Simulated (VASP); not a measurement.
AlN (v.b), 2 atoms in the cell. The structure is cubic, space group F-43m (No. 216). The conventional cell has a = 4.403 Å, b = 4.403 Å, c = 4.403 Å, α = 90.00°, β = 90.00°, γ = 90.00°. Al (site symmetry -43m) has 4 N at 1.91 Å within 2.5 Å. N (site symmetry -43m) has 4 Al at 1.91 Å within 2.5 Å. 

- Program: VASP 6.6.1
- Task: single point
- Functional: PBE
- Potentials or basis: VASP PAW PBE potentials, release 64 (Al, N)
- Cutoff: 600 eV
- k mesh: 10 × 10 × 10
- Occupations: gaussian, width 0.02 eV
- Spin: no spin polarisation
- Dipole correction: no
- Further INCAR settings: ALGO = Normal; EDIFF = 1e-06; NBANDS = 11

Potentials or basis: VASP PAW PBE potentials, release 64 (Al, N).

Run with:

```console
$ cat potpaw_PBE.64/Al/POTCAR potpaw_PBE.64/N/POTCAR > POTCAR
$ mpirun -np 1 vasp_std > vasp.out
```

Hardware: 1 thread of Intel(R) Xeon(R) Platinum 8488C (Sapphire Rapids) (shared host).

Estimate the wall time of this run.

Run time: 11 s on 1 thread of Intel(R) Xeon(R) Platinum 8488C (Sapphire Rapids), with other jobs on the host, peak memory 0.15 GiB. Counts: scf iterations 12, k points 47.
